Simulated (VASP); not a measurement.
Wanted: the native input for a VASP 6.6.1 run.

| Item | Value |
| --- | --- |
| Task | single point |
| Functional | PBE |
| Potentials or basis | VASP PAW PBE potentials, release 64 (Ir) |
| Cutoff | 520 eV |
| k mesh | 10 × 10 × 10 |
| Occupations | gaussian, width 0.05 eV |
| Spin | no spin polarisation |
| Dipole correction | no |
| Further INCAR settings | ALGO = Normal; EDIFF = 1e-07; NBANDS = 10 |

The structure of Ir lies in POSCAR:

```
Ir
1.0
   -1.5239058711      1.5239058711      1.5239058711
    1.5239058711     -1.5239058711      1.5239058711
    1.5239058711      1.5239058711     -1.5239058711
Ir
1
Direct
    0.0000000000      0.0000000000      0.0000000000
```

These files were run (other wordings do the same):

INCAR

```
ALGO = Normal
EDIFF = 1E-7
ENCUT = 520
GGA = PE
ISIF = 2
ISMEAR = 0
LASPH = T
LCHARG = F
LREAL = F
LWAVE = F
NBANDS = 10
NELM = 100
PREC = Accurate
SIGMA = 0.05
```

KPOINTS

```
k-points
0
Gamma
  10 10 10
```

Potentials or basis: VASP PAW PBE potentials, release 64 (Ir).

The run is started by

```bash
$ cat potpaw_PBE.64/Ir/POTCAR > POTCAR
$ mpirun -np 1 vasp_std > vasp.out
```

It gave:

```json
{
  "Pressure": "22.4 GPa"
}
```

Wall time 3 s on 1 thread of AMD EPYC 9R45 96-Core Processor (Zen 5), with other jobs on the host, peak memory 0.1 GiB.
